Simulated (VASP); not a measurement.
# Co: single point with r2SCAN

Co:

```
Co
1.0
     4.04134    0.00000    0.00000
    -2.02067    3.49990    0.00000
     0.00000    0.00000    2.47252
Co
3
Direct
  0.00000 0.00000 0.00000
  0.33333 0.66667 0.50000
  0.66667 0.33333 0.50000
```

This isn't the form of Co at room conditions, which is hcp.

```
Program                : VASP 6.6.1
Task                   : single point
Functional             : r2SCAN
Potentials or basis    : VASP PAW PBE potentials, release 64 (Co)
Cutoff                 : 520 eV
k mesh                 : 10 × 10 × 15
Occupations            : fermi-dirac, width 0.05 eV
Spin                   : collinear spin, ferromagnetic start
Starting moments       : [1.847, 1.93, 1.93] μB
Dipole correction      : no
Further INCAR settings : ALGO = Normal; EDIFF = 1e-06; NBANDS = 24
```

The pressure is -13.9 GPa, the net moment is 5.47 μB per cell and the site moments are Co +1.87, +1.92 (each value once) μB. The valence electrons inside the program's atomic spheres are Co 8.13, 8.21 (each value once).

Stress tensor (GPa, compression positive):
```
-13.70   0.00   0.00
  0.00 -13.70   0.00
  0.00   0.00 -14.38
```

Levels at points of the mesh, in eV from the Fermi level:
Spin up:
| k point | band 14 | band 15 | band 16 | band 17 | band 18 | band 19 |
| --- | --- | --- | --- | --- | --- | --- |
| (0.00, 0.00, 0.00) | -2.72 | -1.72 | -1.72 | 5.81 | 5.81 | 5.81 |
| (0.50, 0.00, 0.00) | -1.92 | -1.87 | -1.57 | -1.51 | 0.06 | 5.95 |
Spin down:
| k point | band 8 | band 9 | band 10 | band 11 | band 12 | band 13 | band 14 | band 15 |
| --- | --- | --- | --- | --- | --- | --- | --- | --- |
| (0.00, 0.00, 0.00) | -1.22 | -0.55 | -0.55 | 0.19 | 0.19 | 0.26 | 0.26 | 1.57 |
| (0.50, 0.00, 0.00) | -1.22 | -0.47 | -0.42 | 0.28 | 0.36 | 0.69 | 1.00 | 1.17 |

Run time: 11 min on 1 thread of Oxide Virtual Turin-like Processor (shared host), peak memory 0.22 GiB.

Caveat: the cell stands under tension; the PAW data sets were made with another functional, which shifts forces and pressure a little.
